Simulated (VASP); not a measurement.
# Si3BTe2 (P6/mmm) in VASP: a series of runs

Si3BTe2 is run at these levels: PBE; tasks: single point, relaxation of cell and atoms.

Everything below comes from runs of VASP 6.6.1. Logs are shortened: lines on timing, memory, paths and dates and some standing lists are left out, and cuts for length are marked.

## (1) The cell of the first run

Symmetry: P6/mmm, No. 191, hexagonal system. Conventional cell: a = 5.170 Å, b = 5.170 Å, c = 5.614 Å, α = 90.00°, β = 90.00°, γ = 120.00°. Si (site symmetry mmm) has 4 Si at 2.58 Å and 4 Te at 3.18 Å within 3.4 Å. Within 3.9 Å of B (site symmetry 6/mmm) lie 6 Te at 2.98 Å and 12 Si at 3.82 Å. Within 3.9 Å of Te (site symmetry -6m2) lie 3 B at 2.98 Å and 3 Te at 2.98 Å and 6 Si at 3.18 Å.

The cell was generated, and may not be a known phase.

## (2) Single point, PBE

File INCAR:

```
SYSTEM = Si3BTe2
  PREC = Accurate
  ENCUT = 520
  EDIFF = 1E-6
  ISMEAR = 0
  SIGMA = 0.1
  LREAL = .FALSE.
  LASPH = .TRUE.
  NELM = 100
  ALGO = Normal
  ISIF = 2
  LWAVE = .FALSE.
  LCHARG = .FALSE.
  GGA = PE
  NBANDS = 22
```

File KPOINTS:

```
regular mesh
0
G
  6 6 10
  0 0 0
```

File POSCAR:

```
Si3BTe2
1.0
    5.1699921916      0.0000000000      0.0000000000
   -2.5849960958      4.4773445753      0.0000000000
    0.0000000000      0.0000000000      5.6135436109
Si B Te
3 1 2
Direct
    0.5000000000      0.0000000000      0.5000000000
    0.5000000000      0.5000000000      0.5000000000
    0.0000000000      0.5000000000      0.5000000000
    0.0000000000      0.0000000000      0.0000000000
    0.3333333333      0.6666666667      0.0000000000
    0.6666666667      0.3333333333      0.0000000000
```

Potentials or basis: VASP PAW PBE potentials, release 64 (Si, B, Te).

The run is started by

```
$ cat potpaw_PBE.64/Si/POTCAR potpaw_PBE.64/B/POTCAR potpaw_PBE.64/Te/POTCAR > POTCAR
$ mpirun -np 1 vasp_std > vasp.out
```

OUTCAR:

```text
SYSTEM = Si3BTe2
   PREC = Accurate
   ENCUT = 520
   EDIFF = 1E-6
   ISMEAR = 0
   LREAL = .FALSE.
   LASPH = .TRUE.
   NELM = 100
   ISIF = 2
   GGA = PE

 ion  position               nearest neighbor table
   1  0.500  0.000  0.500-   2 2.58   3 2.58   2 2.58   3 2.58   5 3.18   6 3.18   5 3.18   6 3.18

   2  0.500  0.500  0.500-   3 2.58   3 2.58   1 2.58   1 2.58   5 3.18   6 3.18   5 3.18   6 3.18

   3  0.000  0.500  0.500-   2 2.58   2 2.58   1 2.58   1 2.58   5 3.18   6 3.18   5 3.18   6 3.18

   4  0.000  0.000  0.000-
   5  0.333  0.667  0.000-   6 2.98   6 2.98   6 2.98   3 3.18   3 3.18   1 3.18   1 3.18   2 3.18
                             2 3.18
   6  0.667  0.333  0.000-   5 2.98   5 2.98   5 2.98   3 3.18   3 3.18   1 3.18   1 3.18   2 3.18
                             2 3.18

  LATTYP: Found a hexagonal cell.
 ALAT       =     5.1699921916
 C/A-ratio  =     1.0857934409

  Lattice vectors:

 A1 = (   5.1699921916,   0.0000000000,   0.0000000000)
 A2 = (  -2.5849960958,   4.4773445753,   0.0000000000)
 A3 = (   0.0000000000,   0.0000000000,   5.6135436109)

Analysis of symmetry for initial positions (statically):
=====================================================================
 Subroutine PRICEL returns:
 Original cell was already a primitive cell.

 Routine SETGRP: Setting up the symmetry group for a
 hexagonal supercell.

 Subroutine GETGRP returns: Found 24 space group operations
 (whereof 24 operations were pure point group operations)
 out of a pool of 24 trial point group operations.

The static configuration has the point symmetry D_6h.

Analysis of symmetry for dynamics (positions and initial velocities):
=====================================================================
 Subroutine PRICEL returns:
 Original cell was already a primitive cell.

 Routine SETGRP: Setting up the symmetry group for a
 hexagonal supercell.

 Subroutine GETGRP returns: Found 24 space group operations
 (whereof 24 operations were pure point group operations)
 out of a pool of 24 trial point group operations.

The dynamic configuration has the point symmetry D_6h.

 Subroutine INISYM returns: Found 24 space group operations
 (whereof 24 operations are pure point group operations),
 and found     1 'primitive' translations

----------------------------------------------------------------------------------------

                                     Primitive cell

  volume of cell :     129.9414

  direct lattice vectors                    reciprocal lattice vectors
     5.169992192  0.000000000  0.000000000     0.193423890  0.111673335  0.000000000
    -2.584996096  4.477344575  0.000000000     0.000000000  0.223346670  0.000000000
     0.000000000  0.000000000  5.613543611     0.000000000  0.000000000  0.178140595

  length of vectors
     5.169992192  5.169992192  5.613543611     0.223346670  0.223346670  0.178140595

  position of ions in fractional coordinates (direct lattice)
     0.500000000  0.000000000  0.500000000
     0.500000000  0.500000000  0.500000000
     0.000000000  0.500000000  0.500000000
     0.000000000  0.000000000  0.000000000
     0.333333333  0.666666667  0.000000000
     0.666666667  0.333333333  0.000000000

  ion indices of the primitive-cell ions
   primitive index   ion index
                 1           1
                 2           2
                 3           3
                 4           4
                 5           5
                 6           6

----------------------------------------------------------------------------------------

 KPOINTS: regular mesh

Automatic generation of k-mesh.
 Grid dimensions read from file:
 generate k-points for:    6    6   10

 Generating k-lattice:

  Cartesian coordinates                     Fractional coordinates (reciprocal lattice)
     0.032237315  0.018612222  0.000000000     0.166666667  0.000000000  0.000000000
     0.000000000  0.037224445  0.000000000     0.000000000  0.166666667  0.000000000
     0.000000000  0.000000000  0.017814060     0.000000000  0.000000000  0.100000000

  Length of vectors
     0.037224445  0.037224445  0.017814060

  Shift w.r.t. Gamma in fractional coordinates (k-lattice)
     0.000000000  0.000000000  0.000000000

 Subroutine IBZKPT returns following result:
 ===========================================

 Found     42 irreducible k-points:

 Following reciprocal coordinates:
            Coordinates               Weight
  0.000000  0.000000  0.000000      1.000000
  0.166667  0.000000  0.000000      6.000000
  0.333333  0.000000  0.000000      6.000000
  0.500000  0.000000  0.000000      3.000000
  0.166667  0.166667  0.000000      6.000000
  0.333333  0.166667  0.000000     12.000000
[... 16 lines left out ...]
  0.166667  0.000000  0.300000     12.000000
  0.333333  0.000000  0.300000     12.000000
 [... further k-points ...]
   k-points           NKPTS =     42   k-points in BZ     NKDIM =     42   number of bands    NBANDS=     22
[... 92 lines left out ...]
      6       0.6085      2.00000
[... 14 lines left out ...]
     21      10.9518      0.00000
     22      11.3108      0.00000

 k-point     3 :       0.3333    0.0000    0.0000
  band No.  band energies     occupation
      1      -6.7984      2.00000
      2      -4.5663      2.00000
      3      -2.5187      2.00000
      4      -0.3234      2.00000
      5       0.1152      2.00000
      6       0.4065      2.00000
[... 14 lines left out ...]
     21      10.7699      0.00000
     22      11.5129      0.00000

 k-point     4 :       0.5000    0.0000    0.0000
  band No.  band energies     occupation
      1      -6.3741      2.00000
      2      -5.2236      2.00000
      3      -2.0819      2.00000
      4      -0.9892      2.00000
      5      -0.0481      2.00000
      6       0.1155      2.00000
[... 14 lines left out ...]
     21      10.1114      0.00000
     22      10.2868      0.00000

 k-point     5 :       0.1667    0.1667    0.0000
  band No.  band energies     occupation
      1      -6.9404      2.00000
      2      -4.2818      2.00000
      3      -2.6623      2.00000
      4      -0.3732      2.00000
      5       0.0357      2.00000
      6       0.7293      2.00000
[... 14 lines left out ...]
     21      10.8007      0.00000
     22      11.3980      0.00000

 k-point     6 :       0.3333    0.1667    0.0000
  band No.  band energies     occupation
      1      -6.3967      2.00000
      2      -5.1615      2.00000
      3      -2.1119      2.00000
      4      -0.9881      2.00000
      5      -0.8433      2.00000
      6       1.2795      2.00000
[... 14 lines left out ...]
     21       9.9581      0.00000
     22      10.7956      0.00000

 k-point     7 :       0.3333    0.3333    0.0000
  band No.  band energies     occupation
      1      -5.8127      2.00000
      2      -5.8127      2.00000
      3      -1.5214      2.00000
      4      -1.5214      2.00000
      5      -1.3818      2.00000
      6       1.6503      2.00000
[... 324 lines left out ...]
      6       1.4044      2.00000
[... 14 lines left out ...]
     21       9.7846      0.00000
     22       9.9019      0.00000

 k-point    21 :       0.3333    0.3333    0.2000
  band No.  band energies     occupation
      1      -5.7234      2.00000
      2      -5.7234      2.00000
      3      -2.0438      2.00000
      4      -2.0438      2.00000
      5      -1.2593      2.00000
      6       1.2739      2.00000
[... 14 lines left out ...]
     21       9.9046      0.00000
     22      11.4474      0.00000

 k-point    22 :       0.0000    0.0000    0.3000
  band No.  band energies     occupation
      1      -7.2342      2.00000
      2      -4.0664      2.00000
      3      -2.8788      2.00000
      4       1.2139      2.00000
      5       1.2325      2.00000
      6       1.2325      2.00000
[... 14 lines left out ...]
     21      11.6539      0.00000
     22      11.6539      0.00000

 k-point    23 :       0.1667    0.0000    0.3000
  band No.  band energies     occupation
      1      -7.0706      2.00000
      2      -3.9010      2.00000
      3      -3.3960      2.00000
      4       0.1391      2.00000
      5       0.9089      2.00000
      6       1.1946      2.00000
[... 14 lines left out ...]
     21      11.3086      0.00000
     22      11.3267      0.00000

 k-point    24 :       0.3333    0.0000    0.3000
  band No.  band energies     occupation
      1      -6.6141      2.00000
      2      -4.3992      2.00000
      3      -3.4358      2.00000
      4      -1.1207      2.00000
      5       0.4750      2.00000
      6       0.4792      2.00000
[... 14 lines left out ...]
     21       9.8873      0.00000
     22      11.1748      0.00000

 [... further k-points ...]

------------------------ aborting loop because EDIFF is reached ----------------------------------------

  FORCE on cell =-STRESS in cart. coord.  units (eV):
  Direction    XX          YY          ZZ          XY          YZ          ZX
  --------------------------------------------------------------------------------------
  -------------------------------------------------------------------------------------
  Total       -0.0284914     -0.0284914     -0.0116707      0.0000000     -0.0000000      0.0000000
  in kB       -0.3512992     -0.3512992     -0.1439000      0.0000000     -0.0000000      0.0000000
  external PRESSURE =      -0.2821661 kB  Pullay stress =       0.0000000 kB

 VOLUME and BASIS-vectors are now :
 -----------------------------------------------------------------------------
  energy-cutoff  :      520.00
  volume of cell :      129.94
      direct lattice vectors                 reciprocal lattice vectors
     5.169992192  0.000000000  0.000000000     0.193423890  0.111673335  0.000000000
    -2.584996096  4.477344575  0.000000000     0.000000000  0.223346670  0.000000000
     0.000000000  0.000000000  5.613543611     0.000000000  0.000000000  0.178140595

 POSITION                                       TOTAL-FORCE (eV/Angst)
 -----------------------------------------------------------------------------------
      2.58500      0.00000      2.80677         0.000000      0.000000      0.000000
      1.29250      2.23867      2.80677         0.000000      0.000000      0.000000
     -1.29250      2.23867      2.80677         0.000000      0.000000      0.000000
      0.00000      0.00000      0.00000         0.000000      0.000000      0.000000
     -0.00000      2.98490      0.00000        -0.000000      0.000000     -0.000000
      2.58500      1.49245      0.00000         0.000000     -0.000000      0.000000
 -----------------------------------------------------------------------------------
    total drift:                               -0.000000     -0.000000      0.000000

  FREE ENERGIE OF THE ION-ELECTRON SYSTEM (eV)
  ---------------------------------------------------
  free  energy   TOTEN  =       -22.0262065960 eV

  energy  without entropy=      -22.0131498724  energy(sigma->0) =      -22.01967823
```

It took 60 s on 1 thread of AMD EPYC 9R45 (Zen 5), shared host; peak memory 0.27 GiB.

Results:

```
Free energy            : -22.0262 eV
Pressure               : 0.0 GPa
Band gap on the k mesh : zero (an odd number of electrons rules out a gap without spin polarisation)
```

Caveat: spin-orbit coupling is left out, which moves the levels of the heavy elements; an odd number of electrons without spin polarisation forces a metal; a magnetic or distorted state may lie lower.

## (3) Single point, PBE

This run uses another cell than the first one, of the same volume but with other edges.

File INCAR:

```
PREC     = Accurate       # precision mode
ENCUT    = 520            # plane-wave cutoff, eV
EDIFF    = 1E-7           # SCF threshold, eV
ISMEAR   = 0              # smearing method
SIGMA    = 0.1            # smearing width, eV
LREAL    = False          # projectors in reciprocal space
LASPH    = True           # aspherical terms in the spheres
NELM     = 100            # most SCF steps
ALGO     = Normal         # electronic algorithm
ISIF     = 2              # what is computed and relaxed
LWAVE    = False          # write WAVECAR
LCHARG   = False          # write CHGCAR
GGA      = PE             # functional
NBANDS   = 22             # bands
```

File KPOINTS:

```
regular mesh
0
Gamma
  12 12 8
```

POSCAR: that of step 2 with these lines changed.

```diff
@@ -2,5 +2,5 @@
 1.0
-    5.1699921916      0.0000000000      0.0000000000
-   -2.5849960958      4.4773445753      0.0000000000
-    0.0000000000      0.0000000000      5.6135436109
+    5.1186874816      0.0000000000      0.0000000000
+   -2.5593437408      4.4329133931      0.0000000000
+    0.0000000000      0.0000000000      5.7278589005
 Si B Te
```

Potentials or basis: VASP PAW PBE potentials, release 64 (Si, B, Te).

The run is started by

```
$ cat potpaw_PBE.64/Si/POTCAR potpaw_PBE.64/B/POTCAR potpaw_PBE.64/Te/POTCAR > POTCAR
$ mpirun -np 1 vasp_std > vasp.out
```

Wall time 2.5 min (1 thread of AMD EPYC 9R45 (Zen 5), shared host); peak memory 0.4 GiB.

It converged, with:

```yaml
Free_energy: -22.0281 eV
Pressure: 0.0 GPa
Band_gap_on_the_k_mesh: zero (an odd number of electrons rules out a gap without spin polarisation)
```

Levels at points of the mesh, in eV from the Fermi level:
```
           k point  band 11  band 12  band 13  band 14  band 15  band 16
(0.00, 0.00, 0.00)    -2.93    -2.93    -1.71    -1.18    -1.18     0.90
(0.50, 0.00, 0.00)    -0.75    -0.56     0.07     0.35     0.51     1.24
(0.00, 0.00, 0.50)    -2.83    -2.83    -2.22    -2.22    -1.99     0.68
(0.50, 0.00, 0.50)    -0.94    -0.91    -0.20     0.29     1.27     1.36
```

Caveat: spin-orbit coupling is left out, which moves the levels of the heavy elements; an odd number of electrons without spin polarisation forces a metal; a magnetic or distorted state may lie lower.

## (4) Relaxation of cell and atoms, PBE

This run uses another cell than the first one, of 26.06 Å³/atom.

File INCAR:

```
PREC = Accurate
ENCUT = 600
EDIFF = 1E-7
ISMEAR = 0
SIGMA = 0.1
LREAL = False
LASPH = True
NELM = 60
ALGO = Normal
ISIF = 3
LWAVE = False
LCHARG = False
GGA = PE
IBRION = 2
NSW = 100
EDIFFG = -0.01
```

File KPOINTS:

```
Automatic mesh
0
Gamma
  6 6 10
```

POSCAR: that of step 3 with these lines changed.

```diff
@@ -2,5 +2,5 @@
 1.0
-    5.1186874816      0.0000000000      0.0000000000
-   -2.5593437408      4.4329133931      0.0000000000
-    0.0000000000      0.0000000000      5.7278589005
+    6.6411601449      0.0000000000      0.0000000000
+   -3.3205800725      5.7514133961      0.0000000000
+    0.0000000000      0.0000000000      4.0942619278
 Si B Te
```

The run is started by

```
$ cat potpaw_PBE.64/Si/POTCAR potpaw_PBE.64/B/POTCAR potpaw_PBE.64/Te/POTCAR > POTCAR
$ mpirun -np 1 vasp_std > vasp.out
```

Wall time 28 min (1 thread of AMD EPYC 9R45 (Zen 5), shared host); peak memory 0.4 GiB.

It converged, with:

```
Free energy                           : -22.0245 eV
Relaxed volume                        : 21.66 Å³/atom
Relaxed cell                          : a = 5.170 Å, b = 5.170 Å, c = 5.614 Å, α = 90.00°, β = 90.00°, γ = 120.00°
Space group after relaxing (to 0.1 Å) : P6/mmm (No. 191)
Energy gained by relaxing             : 290.7 meV/atom
Ionic steps                           : 25
Pressure after relaxing               : 0.0 GPa
Band gap on the k mesh                : zero (an odd number of electrons rules out a gap without spin polarisation)
```

The path:
```
step  energy change (eV)  largest force (eV/Å)  pressure (GPa)  volume (Å³)
   1              0.0000                0.0000            0.09       156.38
   2             -0.0228                0.0000           -0.36       156.69
   3             -0.0938                0.0000           -1.40       157.43
   4             -0.2786                0.0000           -3.46       158.07
   5             -0.6587                0.0000           -6.08       156.21
   6             -1.3574                0.0000           -1.80       142.00
   7             -1.1035                0.0000           -6.36       152.48
   8             -1.4109                0.0000           -4.82       147.83
   9             -1.3414                0.0000           -5.72       149.91
  10             -1.3647                0.0000           -5.54       149.46
  11             -1.3717                0.0000           -5.45       149.31
  12             -1.3846                0.0000           -5.22       148.92
  13             -1.3934                0.0000           -4.74       148.08
  14             -1.4090                0.0000           -4.67       147.60
  15             -1.4545                0.0000           -4.40       146.16
  16             -1.5387                0.0000           -3.84       143.31
  17             -1.6695                0.0000           -2.52       137.67
  18             -1.7167                0.0000            1.14       126.68
  19             -1.7405                0.0000           -0.48       130.81
  20             -1.7404                0.0000           -0.36       130.47
  21             -1.7422                0.0000           -0.28       130.35
  22             -1.7441                0.0000           -0.13       130.12
  23             -1.7443                0.0000           -0.06       130.02
  24             -1.7443                0.0000           -0.07       130.03
  25             -1.7443                0.0000           -0.04       129.96
```

Final structure:
```xyz
6
Lattice="5.1702 0.0000 0.0000 -2.5851 4.4775 0.0000 0.0000 0.0000 5.6141" Properties=species:S:1:pos:R:3 pbc="T T T"
Si    2.5851    0.0000    2.8070
Si    1.2926    2.2388    2.8070
Si   -1.2926    2.2388    2.8070
B     0.0000    0.0000    0.0000
Te    0.0000    2.9850    0.0000
Te    2.5851    1.4925    0.0000
```

Levels at points of the mesh, in eV from the Fermi level:
| k point | band 11 | band 12 | band 13 | band 14 | band 15 | band 16 | band 17 |
| --- | --- | --- | --- | --- | --- | --- | --- |
| (0.00, 0.00, 0.00) | -2.73 | -2.73 | -1.82 | -0.95 | -0.95 | 0.82 | 0.82 |
| (0.50, 0.00, 0.00) | -0.80 | -0.68 | 0.13 | 0.31 | 0.39 | 1.16 | 1.93 |
| (0.00, 0.00, 0.50) | -2.72 | -2.57 | -2.15 | -2.15 | -1.66 | 0.65 | 1.08 |
| (0.50, 0.00, 0.50) | -0.74 | -0.61 | -0.22 | 0.57 | 1.32 | 1.35 | 1.36 |

Caveat: the volume moved by over 15 % at a fixed basis, so the end points are rough; spin-orbit coupling is left out, which moves the levels of the heavy elements; an odd number of electrons without spin polarisation forces a metal; a magnetic or distorted state may lie lower.

## (5) The runs side by side

```tsv
task	cell	k mesh	cutoff (eV)	gap on the mesh (eV)	pressure (GPa)
single point	a = 5.170, b = 5.170, c = 5.614 Å, angles 90.0, 90.0, 120.0°, 6 atoms	6 × 6 × 10	520	none	0.0
single point	a = 5.119, b = 5.119, c = 5.728 Å, angles 90.0, 90.0, 120.0°, 6 atoms	12 × 12 × 8	520	none	0.0
relaxation of cell and atoms	relaxed from a = 6.641, b = 6.641, c = 4.094 Å, angles 90.0, 90.0, 120.0°, 6 atoms	6 × 6 × 10	600	none	0.0
```

Alike in all rows: level PBE; potentials or basis VASP PAW PBE potentials, release 64 (Si, B, Te); no spin polarisation; smearing gaussian 0.1 eV.

Caveats: spin-orbit coupling is left out, which moves the levels of the heavy elements; an odd number of electrons without spin polarisation forces a metal; a magnetic or distorted state may lie lower; the volume moved by over 15 % at a fixed basis, so the end points are rough (at least some runs).

Absolute energies hang on the potentials; compare differences alone.
